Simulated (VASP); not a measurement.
Set up this calculation in VASP 6.6.1, as the native input.

| Quantity | Value |
| --- | --- |
| Task | single point |
| Functional | PBE |
| Dispersion | D3(BJ) |
| Potentials or basis | VASP PAW PBE potentials, release 64 (Al) |
| Cutoff | 520 eV |
| k mesh | 18 × 18 × 4 |
| Occupations | gaussian, width 0.15 eV |
| Spin | no spin polarisation |
| Dipole correction | no |
| Further INCAR settings | ALGO = Fast; EDIFF = 1e-06; NBANDS = 14 |

The structure of Al lies in POSCAR:

```
Al
1.0
    2.8144222649      0.0000000000      0.0000000000
   -1.4072111325      2.4373611784      0.0000000000
    0.0000000000      0.0000000000      9.2410470711
Al
4
Direct
   -0.0311402351     -0.0622804701      0.0000000000
    0.3333333333      0.6666666667      0.2500000000
    0.0311402351      0.0622804701      0.5000000000
    0.6666666667      0.3333333333      0.7500000000
```

This cell differs from its parent crystal: atoms displaced along a vibrational mode.

These files were run (other wordings do the same):

INCAR

```
  PREC = Accurate
  ENCUT = 520
  EDIFF = 1E-6
  ISMEAR = 0
  SIGMA = 0.15
  LREAL = F
  LASPH = T
  NELM = 80
  ALGO = Fast
  ISIF = 2
  LWAVE = F
  LCHARG = F
  GGA = PE
  IVDW = 12
  NBANDS = 14
```

KPOINTS

```
regular mesh
0
Gamma
  18 18 4
```

Potentials or basis: VASP PAW PBE potentials, release 64 (Al).

The run is started by

```bash
$ cat potpaw_PBE.64/Al/POTCAR > POTCAR
$ mpirun -np 1 vasp_std > vasp.out
```

Results of the run:

```yaml
Pressure: 0.2 GPa
Largest_force: 0.125 eV/Å
Band_gap_on_the_k_mesh: zero (bands 6 and 7 overlap by 5.51 eV)
Dispersion_energy_per_atom: -0.351 eV
```

Caveat: the cell differs from its parent crystal (atoms displaced along a vibrational mode).

Wall time 3.2 min on 1 thread of Intel Xeon 8259CL, on a shared host, peak memory 0.33 GiB.
